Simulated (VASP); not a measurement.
Set up this calculation in VASP 6.6.1, as the native input.

* Task: electric field gradients
* Functional: PBEsol
* Potentials or basis: VASP PAW PBE potentials, release 64 (Ge_d)
* Cutoff: 520 eV
* k mesh: 11 × 11 × 6
* Occupations: fermi-dirac, width 0.05 eV
* Spin: no spin polarisation
* Dipole correction: no
* Further INCAR settings: ALGO = Normal; EDIFF = 1e-08; NBANDS = 36

The structure of Ge lies in POSCAR:

```
Ge
1.0
    3.9707555995      0.0000000000      0.0000000000
   -1.9853777998      3.4387752214      0.0000000000
    0.0000000000      0.0000000000      6.5550854883
Ge
4
Direct
    0.6666666667      0.3333333333      0.0629012500
    0.3333333333      0.6666666667      0.5629012500
    0.6666666667      0.3333333333      0.4370987500
    0.3333333333      0.6666666667      0.9370987500
```

This cell differs from its parent crystal: volume scaled by 0.98.

These files were run (other wordings do the same):

INCAR

```
ALGO = Normal ; EDIFF = 1E-8
ENCUT = 520 ; GGA = PS
ISIF = 2 ; ISMEAR = -1
LASPH = T ; LCHARG = F
LEFG = T ; LREAL = F
LWAVE = F ; NBANDS = 36
NELM = 60 ; PREC = Accurate
SIGMA = 0.05
```

KPOINTS

```
k-points
0
Gamma
  11 11 6
```

Potentials or basis: VASP PAW PBE potentials, release 64 (Ge_d).

Command:

```sh
$ cat potpaw_PBE.64/Ge_d/POTCAR > POTCAR
$ mpirun -np 1 vasp_std > vasp.out
```

Results of the run:

```json
{
 "Pressure": "1.3 GPa",
 "Largest force": "0.005 eV/Å",
 "Band gap on the k mesh": "zero (band 28 reaches 5.15 eV, above the bottom of band 29 at 5.03 eV)"
}
```

Caveat: without QUAD_EFG the Cq values of the log hold for a quadrupole moment of 1 mb, not for the nuclei; the PAW data sets were made with another functional, which shifts forces and pressure a little.

Wall time 3.3 min on 1 thread of Oxide Virtual Turin-like Processor, with other jobs on the host, peak memory 0.25 GiB.
